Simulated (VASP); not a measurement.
# KF (Fm-3m) in VASP: a series of runs

The runs below take KF through single point, with PBE.

Program: VASP 6.6.1. These are calculated values, not measurements. Logs are shortened: lines on timing, memory, paths and dates and some standing lists are left out, and cuts for length are marked.

### 1 The cell of the first run

Symmetry: Fm-3m, No. 225, cubic system. The conventional cell has a = 5.303 Å, b = 5.303 Å, c = 5.303 Å, α = 90.00°, β = 90.00°, γ = 90.00°. Within 3.5 Å of K (site symmetry m-3m) lie 6 F at 2.65 Å. Within 3.5 Å of F (site symmetry m-3m) lie 6 K at 2.65 Å.

### 2 Single point, PBE

File INCAR:

```
PREC     = Accurate       # precision mode
ENCUT    = 520            # plane-wave cutoff, eV
EDIFF    = 1E-7           # SCF threshold, eV
ISMEAR   = 0              # smearing method
SIGMA    = 0.05           # smearing width, eV
LREAL    = F              # projectors in reciprocal space
LASPH    = T              # aspherical terms in the spheres
NELM     = 100            # most SCF steps
ALGO     = Normal         # electronic algorithm
ISIF     = 2              # what is computed and relaxed
LWAVE    = F              # write WAVECAR
LCHARG   = F              # write CHGCAR
GGA      = PE             # functional
NBANDS   = 15             # bands
```

File KPOINTS:

```
Automatic mesh
0
Gamma
  8 8 8
```

File POSCAR:

```
KF
1.0
    0.0000000000      2.6514410105      2.6514410105
    2.6514410105      0.0000000000      2.6514410105
    2.6514410105      2.6514410105      0.0000000000
K F
1 1
Direct
    0.0000000000      0.0000000000      0.0000000000
    0.5000000000      0.5000000000      0.5000000000
```

Potentials or basis: VASP PAW PBE potentials, release 64 (K_sv, F).

The run is started by

```console
$ cat potpaw_PBE.64/K_sv/POTCAR potpaw_PBE.64/F/POTCAR > POTCAR
$ mpirun -np 1 vasp_std > vasp.out
```

OUTCAR:

```text
PREC = Accurate
   ENCUT = 520
   EDIFF = 1E-7
   ISMEAR = 0
   LREAL = F
   LASPH = T
   NELM = 100
   ISIF = 2
   GGA = PE

 ion  position               nearest neighbor table
   1  0.000  0.000  0.000-   2 2.65   2 2.65   2 2.65   2 2.65   2 2.65   2 2.65
   2  0.500  0.500  0.500-   1 2.65   1 2.65   1 2.65   1 2.65   1 2.65   1 2.65

  LATTYP: Found a face centered cubic cell.
 ALAT       =     5.3028820210

  Lattice vectors:

 A1 = (   0.0000000000,   2.6514410105,   2.6514410105)
 A2 = (   2.6514410105,   0.0000000000,   2.6514410105)
 A3 = (   2.6514410105,   2.6514410105,   0.0000000000)

Analysis of symmetry for initial positions (statically):
=====================================================================
 Subroutine PRICEL returns:
 Original cell was already a primitive cell.

 Routine SETGRP: Setting up the symmetry group for a
 face centered cubic supercell.

 Subroutine GETGRP returns: Found 48 space group operations
 (whereof 48 operations were pure point group operations)
 out of a pool of 48 trial point group operations.

The static configuration has the point symmetry O_h .

Analysis of symmetry for dynamics (positions and initial velocities):
=====================================================================
 Subroutine PRICEL returns:
 Original cell was already a primitive cell.

 Routine SETGRP: Setting up the symmetry group for a
 face centered cubic supercell.

 Subroutine GETGRP returns: Found 48 space group operations
 (whereof 48 operations were pure point group operations)
 out of a pool of 48 trial point group operations.

The dynamic configuration has the point symmetry O_h .

 Subroutine INISYM returns: Found 48 space group operations
 (whereof 48 operations are pure point group operations),
 and found     1 'primitive' translations

----------------------------------------------------------------------------------------

                                     Primitive cell

  volume of cell :      37.2800

  direct lattice vectors                    reciprocal lattice vectors
     0.000000000  2.651441011  2.651441011    -0.188576702  0.188576702  0.188576702
     2.651441011  0.000000000  2.651441011     0.188576702 -0.188576702  0.188576702
     2.651441011  2.651441011  0.000000000     0.188576702  0.188576702 -0.188576702

  length of vectors
     3.749703837  3.749703837  3.749703837     0.326624428  0.326624428  0.326624428

  position of ions in fractional coordinates (direct lattice)
     0.000000000  0.000000000  0.000000000
     0.500000000  0.500000000  0.500000000

  ion indices of the primitive-cell ions
   primitive index   ion index
                 1           1
                 2           2

----------------------------------------------------------------------------------------

 KPOINTS: Automatic mesh

Automatic generation of k-mesh.
 Grid dimensions read from file:
 generate k-points for:    8    8    8

 Generating k-lattice:

  Cartesian coordinates                     Fractional coordinates (reciprocal lattice)
    -0.023572088  0.023572088  0.023572088     0.125000000  0.000000000  0.000000000
     0.023572088 -0.023572088  0.023572088     0.000000000  0.125000000  0.000000000
     0.023572088  0.023572088 -0.023572088     0.000000000  0.000000000  0.125000000

  Length of vectors
     0.040828054  0.040828054  0.040828054

  Shift w.r.t. Gamma in fractional coordinates (k-lattice)
     0.000000000  0.000000000  0.000000000

 Subroutine IBZKPT returns following result:
 ===========================================

 Found     29 irreducible k-points:

 Following reciprocal coordinates:
            Coordinates               Weight
  0.000000  0.000000  0.000000      1.000000
  0.125000  0.000000  0.000000      8.000000
  0.250000  0.000000  0.000000      8.000000
  0.375000  0.000000  0.000000      8.000000
  0.500000  0.000000  0.000000      4.000000
  0.125000  0.125000  0.000000      6.000000
[... 16 lines left out ...]
  0.500000  0.250000  0.125000     48.000000
 -0.375000  0.250000  0.125000     24.000000
 [... further k-points ...]
   k-points           NKPTS =     29   k-points in BZ     NKDIM =     29   number of bands    NBANDS=     15
   number of dos      NEDOS =    301   number of ions     NIONS =      2
   total plane-waves  NPLWV =  21952
   dimension x,y,z NGX =    28 NGY =   28 NGZ =   28
   dimension x,y,z NGXF=    56 NGYF=   56 NGZF=   56
   ions per type =               1   1
   NGX,Y,Z   is equivalent  to a cutoff of  12.41, 12.41, 12.41 a.u.
   NGXF,Y,Z  is equivalent  to a cutoff of  24.83, 24.83, 24.83 a.u.
 SYSTEM =  unknown system
   PREC   = accura    normal or accurate (medium, high low for compatibility)
   ISTART =      0    job   : 0-new  1-cont  2-samecut
   ICHARG =      2    charge: 1-file 2-atom 10-const
   ISPIN  =      1    spin polarized calculation?
   LNONCOLLINEAR =      F non collinear calculations
   LSORBIT =      F    spin-orbit coupling
   LASPH  =      T    aspherical Exc in radial PAW
   ENCUT  =  520.0 eV  38.22 Ry    6.18 a.u.   6.97  6.97  6.97*2*pi/ulx,y,z
   NELM   =    100;   NELMIN=  2; NELMDL= -5     # of ELM steps
   EDIFF  = 0.1E-06   stopping-criterion for ELM
   LREAL  =      F    real-space projection
   EDIFFG = 0.1E-05   stopping-criterion for IOM
   NSW    =      0    number of steps for IOM
   IBRION =     -1    ionic relax: 0-MD 1-quasi-New 2-CG
   NFREE  =      0    steps in history (QN), initial steepest desc. (CG)
   ISIF   =      2    stress and relaxation
   ISYM   =      2    0-nonsym 1-usesym 2-fastsym
   POTIM  = 0.5000    time-step for ionic-motion
   TEBEG  =    0.0;   TEEND  =   0.0 temperature during run
   PSTRESS=    0.0 pullay stress
   NELECT =      16.0000    total number of electrons
   NUPDOWN=      -1.0000    fix difference up-down
   EMIN   =  10.00;   EMAX   =-10.00  energy-range for DOS
   EFERMI =   0.00;   METHOD = LEGACY
   ISMEAR =     0;   SIGMA  =   0.05  broadening in eV -4-tet -1-fermi 0-gaus
   EFERMI_NEDOS =   21; number of points for ismear=-14 and -15
   IALGO  =     38    algorithm
   IMIX   =      4    mixing-type and parameters
     AMIX     =   0.40;   BMIX     =  1.00
     AMIX_MAG =   1.60;   BMIX_MAG =  1.00
  volume/ion in A,a.u.               =      18.64       125.79
  Fermi-wavevector in a.u.,A,eV,Ry     =   1.234875  2.333575 20.747732  1.524915
  Thomas-Fermi vector in A             =   2.369547
   LORBIT       =      0    0 simple, 1 ext, 2 COOP (PROOUT), +10 PAW based schemes
   GGA     = PE    functional components
   LHFCALC =     F    Hartree Fock is set to
   AEXX    =    0.0000 exact exchange contribution
   IVDW    =     0    specifies the selected vdW correction
   LEPSILON=     F    determine dielectric tensor
   LRPA    =     F    only Hartree local field effects (RPA)
 non-spin polarized calculation
 Gauss-broadening in eV      SIGMA  =   0.05
  energy-cutoff  :      520.00
  volume of cell :       37.28
 maximum number of plane-waves:      1018
   NGX = 13   NGY = 13   NGZ = 13

 number of electron      16.0000013 magnetization

 Free energy of the ion-electron system (eV)
  ---------------------------------------------------
  ext. energy  EPLUGINS =         0.00000000
  ---------------------------------------------------
  free energy    TOTEN  =        -8.27901989 eV

  energy without entropy =       -8.27901989  energy(sigma->0) =       -8.27901989

 E-fermi :  -2.3994     XC(G=0):  -8.5087

 val. band max:       -2.7417086398   @ k =   0.0000   0.0000   0.0000
 cond. band min:       3.5461921119   @ k =   0.0000   0.0000   0.0000
 fundamental gap:      6.2879007517
 Fermi energy:        -2.3994011096

 k-point     1 :       0.0000    0.0000    0.0000
  band No.  band energies     occupation
      1     -28.8164      2.00000
      2     -21.4103      2.00000
      3     -12.0493      2.00000
      4     -12.0493      2.00000
      5     -12.0493      2.00000
      6      -2.7417      2.00000
      7      -2.7417      2.00000
      8      -2.7417      2.00000
      9       3.5462      0.00000
     10       8.0012      0.00000
     11       8.0012      0.00000
     12       8.0012      0.00000
     13       9.7040      0.00000
     14       9.7040      0.00000
     15      14.3512      0.00000

 k-point     2 :       0.1250    0.0000    0.0000
  band No.  band energies     occupation
      1     -28.8012      2.00000
      2     -21.4250      2.00000
      3     -12.0921      2.00000
      4     -12.0550      2.00000
      5     -12.0550      2.00000
      6      -2.8864      2.00000
      7      -2.7974      2.00000
      8      -2.7974      2.00000
      9       3.9878      0.00000
     10       7.7531      0.00000
     11       8.2161      0.00000
     12       8.2161      0.00000
     13       9.8549      0.00000
     14       9.8549      0.00000
     15      15.1163      0.00000

 k-point     3 :       0.2500    0.0000    0.0000
  band No.  band energies     occupation
      1     -28.7640      2.00000
      2     -21.4601      2.00000
      3     -12.1944      2.00000
      4     -12.0685      2.00000
      5     -12.0685      2.00000
      6      -3.1931      2.00000
      7      -2.9288      2.00000
      8      -2.9288      2.00000
      9       5.0830      0.00000
     10       7.4211      0.00000
     11       8.7492      0.00000
     12       8.7492      0.00000
     13      10.3196      0.00000
     14      10.3196      0.00000
     15      16.1481      0.00000

 k-point     4 :       0.3750    0.0000    0.0000
  band No.  band energies     occupation
      1     -28.7264      2.00000
      2     -21.4961      2.00000
      3     -12.2953      2.00000
      4     -12.0818      2.00000
      5     -12.0818      2.00000
      6      -3.4585      2.00000
      7      -3.0561      2.00000
      8      -3.0561      2.00000
      9       6.1410      0.00000
     10       7.5818      0.00000
     11       9.2551      0.00000
     12       9.2551      0.00000
     13      11.1229      0.00000
     14      11.1229      0.00000
     15      14.6697      0.00000
[... 307 lines left out ...]
 k-point    22 :       0.3750    0.2500    0.1250
  band No.  band energies     occupation
      1     -28.7386      2.00000
      2     -21.4648      2.00000
      3     -12.2370      2.00000
      4     -12.2072      2.00000
      5     -12.1019      2.00000
      6      -3.2900      2.00000
      7      -2.9653      2.00000
      8      -2.8186      2.00000
      9       5.7765      0.00000
     10       6.7592      0.00000
     11       9.2462      0.00000
     12       9.4137      0.00000
     13      10.3658      0.00000
     14      10.8177      0.00000
     15      15.8514      0.00000

 k-point    23 :       0.5000    0.2500    0.1250
  band No.  band energies     occupation
      1     -28.7097      2.00000
      2     -21.4796      2.00000
      3     -12.3422      2.00000
      4     -12.2633      2.00000
      5     -12.1176      2.00000
      6      -3.3207      2.00000
      7      -3.0540      2.00000
      8      -2.9024      2.00000
      9       6.5866      0.00000
     10       7.0097      0.00000
     11       9.1233      0.00000
     12       9.9405      0.00000
     13      10.9050      0.00000
     14      11.8882      0.00000
     15      13.7401      0.00000

 k-point    24 :      -0.3750    0.2500    0.1250
  band No.  band energies     occupation
      1     -28.6977      2.00000
      2     -21.4857      2.00000
      3     -12.3894      2.00000
      4     -12.2812      2.00000
      5     -12.1255      2.00000
      6      -3.3274      2.00000
      7      -3.0309      2.00000
      8      -3.0032      2.00000
      9       6.7490      0.00000
     10       7.4634      0.00000
     11       9.0664      0.00000
     12      10.0993      0.00000
     13      11.3836      0.00000
     14      12.4714      0.00000
     15      12.7700      0.00000

 [... further k-points ...]

------------------------ aborting loop because EDIFF is reached ----------------------------------------

  FORCE on cell =-STRESS in cart. coord.  units (eV):
  Direction    XX          YY          ZZ          XY          YZ          ZX
  --------------------------------------------------------------------------------------
  -------------------------------------------------------------------------------------
  Total        0.5360746      0.5360746      0.5360746     -0.0000000     -0.0000000      0.0000000
  in kB       23.0388032     23.0388032     23.0388032     -0.0000000     -0.0000000      0.0000000
  external PRESSURE =      23.0388032 kB  Pullay stress =       0.0000000 kB

 VOLUME and BASIS-vectors are now :
 -----------------------------------------------------------------------------
  energy-cutoff  :      520.00
  volume of cell :       37.28
      direct lattice vectors                 reciprocal lattice vectors
     0.000000000  2.651441011  2.651441011    -0.188576702  0.188576702  0.188576702
     2.651441011  0.000000000  2.651441011     0.188576702 -0.188576702  0.188576702
     2.651441011  2.651441011  0.000000000     0.188576702  0.188576702 -0.188576702

 POSITION                                       TOTAL-FORCE (eV/Angst)
 -----------------------------------------------------------------------------------
      0.00000      0.00000      0.00000         0.000000     -0.000000      0.000000
      2.65144      2.65144      2.65144        -0.000000      0.000000     -0.000000
 -----------------------------------------------------------------------------------
    total drift:                                0.000000      0.000000      0.000000

  FREE ENERGIE OF THE ION-ELECTRON SYSTEM (eV)
  ---------------------------------------------------
  free  energy   TOTEN  =        -8.2790198891 eV

  energy  without entropy=       -8.2790198891  energy(sigma->0) =       -8.27901989
```

It took 8.2 s on 1 thread of Intel Xeon 6975P-C (Granite Rapids), shared host; peak memory 0.15 GiB.

Results:

```
Free energy            : -8.2790 eV
Pressure               : 2.3 GPa
Band gap on the k mesh : 6.29 eV, direct
```

A k mesh can miss the band edges.

(Part 1 of 2 ends here.)
